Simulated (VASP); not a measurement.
# B2Ir6Pb5 (P1) in VASP: a series of runs

B2Ir6Pb5 is run at these levels: PBE; tasks: single point.

All numbers are computed with VASP 6.6.1; they aren't measurements. Logs are shortened: lines on timing, memory, paths and dates and some standing lists are left out, and cuts for length are marked.

### 1 The cell of the first run

The typed cell holds 13 atoms: a = 7.062 Å, b = 6.995 Å, c = 5.966 Å, α = 90.05°, β = 89.95°, γ = 119.74°.

### 2 Single point, PBE

Contents of INCAR:

```
SYSTEM = B2Ir6Pb5
ALGO     = Normal         ! electronic algorithm
EDIFF    = 1E-6           ! SCF threshold, eV
ENCUT    = 520            ! plane-wave cutoff, eV
GGA      = PE             ! functional
ISIF     = 2              ! what is computed and relaxed
ISMEAR   = 1              ! smearing method
LASPH    = .True.         ! aspherical terms in the spheres
LCHARG   = .True.         ! write CHGCAR
LELF     = .True.         ! ELF
LREAL    = .False.        ! projectors in reciprocal space
LVHAR    = .True.       
LWAVE    = .False.        ! write WAVECAR
NBANDS   = 77             ! bands
NELM     = 100            ! most SCF steps
PREC     = Accurate       ! precision mode
SIGMA    = 0.15           ! smearing width, eV
```

Contents of KPOINTS:

```
k-points
0
Gamma
  3 3 3
  0 0 0
```

Contents of POSCAR:

```
B2Ir6Pb5
1.0
    7.0622760000      0.0357420000      0.0031970000
   -3.5001850000      6.0559240000     -0.0031050000
    0.0027130000     -0.0014760000      5.9662960000
Ir Pb B
6 5 2
Direct
    0.2407951954     -0.0003501158      0.2596388263
    0.7562179557      0.7400538470      0.7185607684
    0.0229014177      0.2701030674      0.2460643009
    0.2415221242      0.0106050456      0.7654700307
    0.7504765416      0.7413132484      0.2569274981
    0.9891359736      0.2503697185      0.7375914856
    0.3358648979      0.6599676987      0.5187731952
    0.6643300552      0.3347396291      0.4981289067
    0.0055546291      0.5958107395      0.9987061041
    0.5874802832      1.0030355001      0.0043888622
    0.4189847029      0.4131629810     -0.0013795197
    1.0025856410      1.0101276892      0.9857261826
    0.0027948333      1.0165280877      0.5187912877
```

Potentials or basis: VASP PAW PBE potentials, release 64 (Ir, Pb_d, B).

Started as:

```console
> cat potpaw_PBE.64/Ir/POTCAR potpaw_PBE.64/Pb_d/POTCAR potpaw_PBE.64/B/POTCAR > POTCAR
> mpirun -np 1 vasp_std > vasp.out
```

OUTCAR:

```text
SYSTEM = B2Ir6Pb5
   EDIFF = 1E-6
   ENCUT = 520
   GGA = PE
   ISIF = 2
   ISMEAR = 1
   LASPH = .True.
   LREAL = .False.
   NELM = 100
   PREC = Accurate

 ion  position               nearest neighbor table
   1  0.241  1.000  0.260-  13 2.33  12 2.37  10 2.87   9 2.92   4 2.95  11 2.96   3 2.97   5 3.01
                             4 3.02   8 3.08   7 3.17
   2  0.756  0.740  0.719-  13 2.20  12 2.42   5 2.75  11 2.88   8 2.89   9 2.95   7 2.98   4 3.00
                             6 3.10  10 3.14   5 3.21
   3  0.023  0.270  0.246-  12 2.34  13 2.36   9 2.77  11 2.87   6 2.94   1 2.97   7 3.00   6 3.04
                            10 3.05   8 3.16   5 3.21
   4  0.242  0.011  0.765-  12 2.14  13 2.25  11 2.82  10 2.85   9 2.89   1 2.95   2 3.00   6 3.00
                             1 3.02   8 3.14   7 3.20
   5  0.750  0.741  0.257-  13 2.43  12 2.45   2 2.75  11 2.79   9 2.91   8 2.97  10 3.01   1 3.01
                             7 3.11   2 3.21   3 3.21
   6  0.989  0.250  0.738-  13 2.13  12 2.28   9 2.83   3 2.94  10 2.95   7 2.99   4 3.00   8 3.00
                             3 3.04  11 3.08   2 3.10
   7  0.336  0.660  0.519-   2 2.98   6 2.99   3 3.00   5 3.11   1 3.17   4 3.20  11 3.54   9 3.58
                            10 3.62  11 3.73  10 3.76   9 3.77   8 3.98   8 4.10   8 4.12
   8  0.664  0.335  0.498-   2 2.89   5 2.97   6 3.00   1 3.08   4 3.14   3 3.16  10 3.62  11 3.62
                            11 3.63  10 3.68   9 3.69   9 3.70   7 3.98   7 4.10   7 4.12
   9  0.006  0.596  0.999-   3 2.77   6 2.83   4 2.89   5 2.91  12 2.91   1 2.92   2 2.95   7 3.58
                            10 3.66  11 3.68   8 3.69   8 3.70  10 3.71  11 3.72   7 3.77
  10  0.587  0.003  0.004-   4 2.85   1 2.87  12 2.91   6 2.95   5 3.01   3 3.05   2 3.14  11 3.61
                             7 3.62   8 3.62   9 3.66   8 3.68  11 3.68   9 3.71   7 3.76
  11  0.419  0.413  0.999-   5 2.79   4 2.82   3 2.87   2 2.88  12 2.89   1 2.96   6 3.08   7 3.54
                            10 3.61   8 3.62   8 3.63   9 3.68  10 3.68   9 3.72   7 3.73
  12  0.003  0.010  0.986-   4 2.14   6 2.28   3 2.34   1 2.37   2 2.42   5 2.45  11 2.89  10 2.91
                             9 2.91
  13  0.003  0.017  0.519-   6 2.13   2 2.20   4 2.25   1 2.33   3 2.36   5 2.43

  LATTYP: Found a triclinic cell.
 ALAT       =     7.0623671677
 B/A-ratio  =     0.9904155112
 C/A-ratio  =     0.8448012766
 COS(alpha) =     0.0008856419
 COS(beta)  =     0.0009061441
 COS(gamma) =     0.4960189368

  Lattice vectors:

 A1 = (  -7.0622760000,  -0.0357420000,  -0.0031970000)
 A2 = (  -3.5001850000,   6.0559240000,  -0.0031050000)
 A3 = (  -0.0027130000,   0.0014760000,  -5.9662960000)

Analysis of symmetry for initial positions (statically):
=====================================================================
 Subroutine PRICEL returns:
 Original cell was already a primitive cell.

 Routine SETGRP: Setting up the symmetry group for a
 triclinic supercell.

 Subroutine GETGRP returns: Found  1 space group operations
 (whereof  1 operations were pure point group operations)
 out of a pool of  2 trial point group operations.

The static configuration has the point symmetry C_1 .

Analysis of symmetry for dynamics (positions and initial velocities):
=====================================================================
 Subroutine PRICEL returns:
 Original cell was already a primitive cell.

 Routine SETGRP: Setting up the symmetry group for a
 triclinic supercell.

 Subroutine GETGRP returns: Found  1 space group operations
 (whereof  1 operations were pure point group operations)
 out of a pool of  2 trial point group operations.

The dynamic configuration has the point symmetry C_1 .

 Subroutine INISYM returns: Found  1 space group operations
 (whereof  1 operations are pure point group operations),
 and found     1 'primitive' translations

----------------------------------------------------------------------------------------

                                     Primitive cell

  volume of cell :     255.9165

  direct lattice vectors                    reciprocal lattice vectors
     7.062276000  0.035742000  0.003197000     0.141184449  0.081601347 -0.000044012
    -3.500185000  6.055924000 -0.003105000    -0.000833288  0.164645968  0.000041111
     0.002713000 -0.001476000  5.966296000    -0.000076086  0.000041960  0.167608223

  length of vectors
     7.062367168  6.994677989  5.966296799     0.163070017  0.164648081  0.167608245

  position of ions in fractional coordinates (direct lattice)
     0.240795195  0.999649884  0.259638826
     0.756217956  0.740053847  0.718560768
     0.022901418  0.270103067  0.246064301
     0.241522124  0.010605046  0.765470031
     0.750476542  0.741313248  0.256927498
     0.989135974  0.250369718  0.737591486
     0.335864898  0.659967699  0.518773195
     0.664330055  0.334739629  0.498128907
     0.005554629  0.595810740  0.998706104
     0.587480283  0.003035500  0.004388862
     0.418984703  0.413162981  0.998620480
     0.002585641  0.010127689  0.985726183
     0.002794833  0.016528088  0.518791288

  ion indices of the primitive-cell ions
   primitive index   ion index
                 1           1
                 2           2
                 3           3
                 4           4
                 5           5
                 6           6
                 7           7
                 8           8
                 9           9
                10          10
                11          11
                12          12
                13          13

----------------------------------------------------------------------------------------

 KPOINTS: k-points

Automatic generation of k-mesh.
 Grid dimensions read from file:
 generate k-points for:    3    3    3

 Generating k-lattice:

  Cartesian coordinates                     Fractional coordinates (reciprocal lattice)
     0.047061483  0.027200449 -0.000014671     0.333333333  0.000000000  0.000000000
    -0.000277763  0.054881989  0.000013704     0.000000000  0.333333333 -0.000000000
    -0.000025362  0.000013987  0.055869408     0.000000000  0.000000000  0.333333333

  Length of vectors
     0.054356672  0.054882694  0.055869415

  Shift w.r.t. Gamma in fractional coordinates (k-lattice)
     0.000000000  0.000000000  0.000000000

 Subroutine IBZKPT returns following result:
 ===========================================

 Found     14 irreducible k-points:

 Following reciprocal coordinates:
            Coordinates               Weight
  0.000000  0.000000  0.000000      1.000000
  0.333333  0.000000  0.000000      2.000000
 -0.000000  0.333333  0.000000      2.000000
  0.333333  0.333333  0.000000      2.000000
 -0.333333  0.333333  0.000000      2.000000
  0.000000 -0.000000  0.333333      2.000000
  0.333333  0.000000  0.333333      2.000000
 -0.333333 -0.000000  0.333333      2.000000
 -0.000000  0.333333  0.333333      2.000000
  0.333333  0.333333  0.333333      2.000000
 -0.333333  0.333333  0.333333      2.000000
  0.000000 -0.333333  0.333333      2.000000
  0.333333 -0.333333  0.333333      2.000000
 -0.333333 -0.333333  0.333333      2.000000
   k-points           NKPTS =     14   k-points in BZ     NKDIM =     14   number of bands    NBANDS=     77
   number of dos      NEDOS =    301   number of ions     NIONS =     13
   total plane-waves  NPLWV = 139968
   dimension x,y,z NGX =    54 NGY =   54 NGZ =   48
   dimension x,y,z NGXF=   108 NGYF=  108 NGZF=   96
   ions per type =               6   5   2
   NGX,Y,Z   is equivalent  to a cutoff of  12.71, 12.83, 13.37 a.u.
   NGXF,Y,Z  is equivalent  to a cutoff of  25.42, 25.67, 26.75 a.u.
 SYSTEM =  B2Ir6Pb5
   PREC   = accura    normal or accurate (medium, high low for compatibility)
   ISTART =      0    job   : 0-new  1-cont  2-samecut
   ICHARG =      2    charge: 1-file 2-atom 10-const
   ISPIN  =      1    spin polarized calculation?
   LNONCOLLINEAR =      F non collinear calculations
   LSORBIT =      F    spin-orbit coupling
   LASPH  =      T    aspherical Exc in radial PAW
   ENCUT  =  520.0 eV  38.22 Ry    6.18 a.u.  13.13 13.01 11.09*2*pi/ulx,y,z
   NELM   =    100;   NELMIN=  2; NELMDL= -5     # of ELM steps
   EDIFF  = 0.1E-05   stopping-criterion for ELM
   LREAL  =      F    real-space projection
   EDIFFG = 0.1E-04   stopping-criterion for IOM
   NSW    =      0    number of steps for IOM
   IBRION =     -1    ionic relax: 0-MD 1-quasi-New 2-CG
   NFREE  =      0    steps in history (QN), initial steepest desc. (CG)
   ISIF   =      2    stress and relaxation
   ISYM   =      2    0-nonsym 1-usesym 2-fastsym
   POTIM  = 0.5000    time-step for ionic-motion
   TEBEG  =    0.0;   TEEND  =   0.0 temperature during run
   PSTRESS=    0.0 pullay stress
   NELECT =     130.0000    total number of electrons
   NUPDOWN=      -1.0000    fix difference up-down
   EMIN   =  10.00;   EMAX   =-10.00  energy-range for DOS
   EFERMI =   0.00;   METHOD = LEGACY
   ISMEAR =     1;   SIGMA  =   0.15  broadening in eV -4-tet -1-fermi 0-gaus
   EFERMI_NEDOS =   21; number of points for ismear=-14 and -15
   IALGO  =     38    algorithm
   IMIX   =      4    mixing-type and parameters
     AMIX     =   0.40;   BMIX     =  1.00
     AMIX_MAG =   1.60;   BMIX_MAG =  1.00
  volume/ion in A,a.u.               =      19.69       132.85
  Fermi-wavevector in a.u.,A,eV,Ry     =   1.306241  2.468437 23.215139  1.706265
  Thomas-Fermi vector in A             =   2.437056
   LORBIT       =      0    0 simple, 1 ext, 2 COOP (PROOUT), +10 PAW based schemes
   GGA     = PE    functional components
   LHFCALC =     F    Hartree Fock is set to
   AEXX    =    0.0000 exact exchange contribution
   IVDW    =     0    specifies the selected vdW correction
   LEPSILON=     F    determine dielectric tensor
   LRPA    =     F    only Hartree local field effects (RPA)
 non-spin polarized calculation
 Methfessel and Paxton  Order N= 1 SIGMA  =   0.15
  energy-cutoff  :      520.00
  volume of cell :      255.92
 maximum number of plane-waves:      6919
 NGX is ok and might be reduce to    54
   NGX = 27   NGY = 25   NGZ = 23

 number of electron     129.9999997 magnetization

 Free energy of the ion-electron system (eV)
  ---------------------------------------------------
  ext. energy  EPLUGINS =         0.00000000
  ---------------------------------------------------
  free energy    TOTEN  =       -82.20294561 eV

  energy without entropy =      -82.22054580  energy(sigma->0) =      -82.20881234

 E-fermi :   7.5760     XC(G=0): -11.5121

 val. band max:        7.5086620978   @ k =   0.3333  -0.3333   0.3333
 cond. band min:       7.5796089298   @ k =   0.0000   0.0000   0.0000
 fundamental gap:      0.0709468320
 Fermi energy:         7.5760483510

 k-point     1 :       0.0000    0.0000    0.0000
  band No.  band energies     occupation
      1      -9.4954      2.00000
      2      -9.4754      2.00000
      3      -9.4665      2.00000
      4      -9.4541      2.00000
      5      -9.4379      2.00000
      6      -9.4249      2.00000
[... 69 lines left out ...]
     76      10.5755     -0.00000
     77      11.0431      0.00000
[... 1038 lines left out ...]
     76      10.8473      0.00000
     77      11.3180      0.00000

------------------------ aborting loop because EDIFF is reached ----------------------------------------

  FORCE on cell =-STRESS in cart. coord.  units (eV):
  Direction    XX          YY          ZZ          XY          YZ          ZX
  --------------------------------------------------------------------------------------
  -------------------------------------------------------------------------------------
  Total      -12.0247030    -11.8524200    -20.8985326     -1.0403290      0.5052870     -1.2207517
  in kB      -75.2812196    -74.2026341   -130.8362483     -6.5130288      3.1633731     -7.6425734
  external PRESSURE =     -93.4400340 kB  Pullay stress =       0.0000000 kB

 VOLUME and BASIS-vectors are now :
 -----------------------------------------------------------------------------
  energy-cutoff  :      520.00
  volume of cell :      255.92
      direct lattice vectors                 reciprocal lattice vectors
     7.062276000  0.035742000  0.003197000     0.141184449  0.081601347 -0.000044012
    -3.500185000  6.055924000 -0.003105000    -0.000833288  0.164645968  0.000041111
     0.002713000 -0.001476000  5.966296000    -0.000076086  0.000041960  0.167608223

 POSITION                                       TOTAL-FORCE (eV/Angst)
 -----------------------------------------------------------------------------------
     -1.79769      6.06203      1.54675        -1.218154      0.163204      0.543784
      2.75224      4.50768      4.28727         0.186361      1.457791      1.095641
     -0.78301      1.63618      1.46733         0.414860     -1.773980     -0.095541
      1.67065      0.07173      4.56776        -0.739517     -0.234511     -0.733434
      2.70604      4.51578      1.53300         0.560960      1.646588     -0.978218
      6.11121      1.55049      4.40307         0.565091     -1.025296      0.367901
      0.06337      4.00795      3.09418        -0.151416      0.253796     -0.465119
      3.52138      2.05017      2.97307         0.112475     -0.239215     -0.028666
     -2.04351      3.60691      5.95674        -0.389062      0.399433      0.182437
      4.13833      0.03937      0.02805         0.672179     -0.094144      0.200340
      1.51555      2.51558      5.95812        -0.226346     -0.050927      0.230121
     -0.01451      0.05997      5.88111        -0.236861     -0.142565      0.826217
     -0.03671      0.09943      3.09522         0.449430     -0.360172     -1.145463
 -----------------------------------------------------------------------------------
    total drift:                               -0.000625      0.000187      0.000083

  FREE ENERGIE OF THE ION-ELECTRON SYSTEM (eV)
  ---------------------------------------------------
  free  energy   TOTEN  =       -82.2029456127 eV

  energy  without entropy=      -82.2205458009  energy(sigma->0) =      -82.20881234
```

It took 3.5 min on 1 thread of AMD EPYC 9R45 (Zen 5), shared host; peak memory 0.46 GiB.

What came out:

```yaml
Free_energy: -82.2029 eV
Pressure: -9.3 GPa
Largest_force: 1.996 eV/Å
Band_gap_on_the_k_mesh: zero (bands 65 and 66 overlap by 0.61 eV)
```

Forces in eV/Å, atoms in the order of the input:
```
Ir  -1.218  0.163  0.544
Ir   0.186  1.458  1.096
Ir   0.415 -1.774 -0.096
Ir  -0.740 -0.235 -0.733
Ir   0.561  1.647 -0.978
Ir   0.565 -1.025  0.368
Pb  -0.151  0.254 -0.465
Pb   0.112 -0.239 -0.029
Pb  -0.389  0.399  0.182
Pb   0.672 -0.094  0.200
Pb  -0.226 -0.051  0.230
B   -0.237 -0.143  0.826
B    0.449 -0.360 -1.145
```

Levels at points of the mesh, in eV from the Fermi level:
| k point | band 61 | band 62 | band 63 | band 64 | band 65 | band 66 | band 67 | band 68 | band 69 | band 70 |
| --- | --- | --- | --- | --- | --- | --- | --- | --- | --- | --- |
| (0.00, 0.00, 0.00) | -0.66 | -0.62 | -0.48 | -0.42 | -0.28 | 0.00 | 0.67 | 1.13 | 1.23 | 1.39 |

Caveat: the cell stands under tension; spin-orbit coupling is left out, which moves the levels of the heavy elements; forces of over 1 eV/Å act on the atoms, so gaps and moduli don't describe the material at rest.

### 3 Single point, PBE

Contents of INCAR:

```
SYSTEM = B2Ir6Pb5
PREC = Accurate
ENCUT = 520
EDIFF = 1E-6
ISMEAR = 1
SIGMA = 0.15
LREAL = .FALSE.
LASPH = .TRUE.
NELM = 100
ALGO = Normal
ISIF = 2
LWAVE = .FALSE.
LCHARG = .FALSE.
GGA = PE
NBANDS = 77
```

Contents of KPOINTS:

```
Automatic mesh
0
G
  3 3 3
  0 0 0
```

Contents of POSCAR:

```
B2Ir6Pb5
1.0
    7.0622760000      0.0357420000      0.0031970000
   -3.5001850000      6.0559240000     -0.0031050000
    0.0027130000     -0.0014760000      5.9662960000
Ir Pb B
6 5 2
Direct
    0.2383363509     -0.0014141319      0.2606656874
    0.7563772115      0.7409436427      0.7173595631
    0.0233336918      0.2689433566      0.2489977821
    0.2409587338      0.0118282744      0.7652289430
    0.7522753796      0.7414697226      0.2568528680
    0.9869450354      0.2470030691      0.7372652448
    0.3341806017      0.6568127276      0.5191351599
    0.6659043826      0.3346419207      0.4957949064
    0.0067401328      0.5980254028      0.9988448982
    0.5870448653      1.0046489583      0.0060269642
    0.4206006348      0.4147923869     -0.0031985892
    1.0077559435      1.0201866419      0.9857601574
    0.0045732838      1.0232527101      0.5197178583
```

Potentials or basis: VASP PAW PBE potentials, release 64 (Ir, Pb_d, B).

Started as:

```console
> cat potpaw_PBE.64/Ir/POTCAR potpaw_PBE.64/Pb_d/POTCAR potpaw_PBE.64/B/POTCAR > POTCAR
> mpirun -np 1 vasp_std > vasp.out
```

Run time: 3.7 min. Hardware: 1 thread of AMD EPYC 9R45 (Zen 5), shared host; peak memory 0.47 GiB.

It converged, with:

```yaml
Free_energy: -82.1951 eV
Pressure: -8.9 GPa
Largest_force: 1.905 eV/Å
Band_gap_on_the_k_mesh: zero (bands 65 and 66 overlap by 0.58 eV)
```

Forces on the atoms (eV/Å):
```
Ir  -1.103  0.262  0.505
Ir   0.184  1.428  1.025
Ir   0.349 -1.625 -0.313
Ir  -0.640 -0.224 -0.694
Ir   0.437  1.591 -0.953
Ir   0.337 -0.581  0.648
Pb  -0.109  0.360 -0.470
Pb   0.022 -0.202  0.025
Pb  -0.395  0.344  0.166
Pb   0.679 -0.163  0.181
Pb  -0.168  0.014  0.287
B   -0.197 -0.442  0.912
B    0.603 -0.762 -1.318
```

Stress tensor (GPa, compression positive):
```
 -7.18  -0.73  -0.82
 -0.73  -6.99   0.41
 -0.82   0.41 -12.64
```

Levels at points of the mesh, in eV from the Fermi level:
| k point | band 61 | band 62 | band 63 | band 64 | band 65 | band 66 | band 67 | band 68 | band 69 | band 70 |
| --- | --- | --- | --- | --- | --- | --- | --- | --- | --- | --- |
| (0.00, 0.00, 0.00) | -0.67 | -0.57 | -0.48 | -0.38 | -0.28 | 0.00 | 0.66 | 1.11 | 1.20 | 1.40 |

Caveat: the cell stands under tension; spin-orbit coupling is left out, which moves the levels of the heavy elements; forces of over 1 eV/Å act on the atoms, so gaps and moduli don't describe the material at rest.
